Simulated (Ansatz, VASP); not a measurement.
**Two plane-wave programs on CdSe4**

```xyz
5
Lattice="2.0057 1.1580 8.3232 -2.0057 1.1580 8.3232 0.0000 -2.3159 8.3232" Properties=species:S:1:pos:R:3 pbc="T T T"
Cd    0.0000    0.0000    0.0000
Se    0.0000    0.0000    9.9409
Se    0.0000    0.0000   20.0953
Se    0.0000    0.0000    4.8743
Se    0.0000    0.0000   15.0287
```

Change from the starting cell: species swapped into the AgPt4 type (R-3m, No. 166).

Alike in both runs: functional PBE; k mesh 12 × 12 × 12; occupations gaussian, width 0.1 eV; no spin polarisation.

Ansatz relaxed the structure, and its values are those at the end. VASP's run is a single point on that final structure, the one shown.

|  | VASP | Ansatz |
| --- | --- | --- |
| version | VASP 6.6.1 | Ansatz 0.2.0 |
| potentials or method | VASP PAW PBE potentials, release 64 (Cd, Se), cutoff 520 eV | scalar-relativistic, plane waves, PAW |
| valence electrons in the cell | 36 | 84 |

|  | VASP | Ansatz | Ansatz less VASP |
| --- | --- | --- | --- |
| gap on the k mesh at the Fermi level (eV) | none | none | - |
| pressure (GPa) | 0.1 | 0.0 | -0.16 |
| rms of the force components (eV/Å) | 0.011 | 0.002 | -0.0092 |

A gap of «none» marks a metal or a gap that the smearing closes. The functional is the same, so the differences come from potentials, cutoffs and numerics. VASP's potentials hold 36 valence electrons a cell and Ansatz's 84, so a difference there can come from the potentials and not from the codes.
